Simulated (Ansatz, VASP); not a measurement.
## Ga3N4: VASP beside Ansatz

```
Ga N
1.0
     4.57515    0.00000    0.00000
     0.00000    4.57515    0.00000
     0.00000    0.00000    4.57515
Ga N
3 4
Direct
  0.00000 0.00000 0.50000
  0.50000 0.00000 0.00000
  0.00000 0.50000 0.00000
  0.22975 0.77025 0.22975
  0.77025 0.22975 0.22975
  0.22975 0.22975 0.77025
  0.77025 0.77025 0.77025
```

Change from the starting cell: species swapped into the Sn3As4 type (P-43m, No. 215).

Alike in both runs: task relaxation of cell and atoms; functional PBE; k mesh 8 × 8 × 8; occupations gaussian, width 0.1 eV; no spin polarisation.

|  | VASP | Ansatz |
| --- | --- | --- |
| version | VASP 6.6.1 | Ansatz 0.2.0 |
| potentials or method | VASP PAW PBE potentials, release 64 (Ga_d, N), cutoff 600 eV | scalar-relativistic, plane waves, PAW |
| valence electrons in the cell | 59 | 59 |

|  | VASP | Ansatz | Ansatz less VASP |
| --- | --- | --- | --- |
| gap on the k mesh at the Fermi level, each at its own relaxed structure (eV) | none | none | - |
| relaxed volume (Å³/atom) | 13.61 | 13.64 | +0.033 |
| relaxed length of the cell vector where the two differ most in proportion (Å) | 4.567 | 4.571 | +0.0037 |

A gap of «none» marks a metal or a gap that the smearing closes.
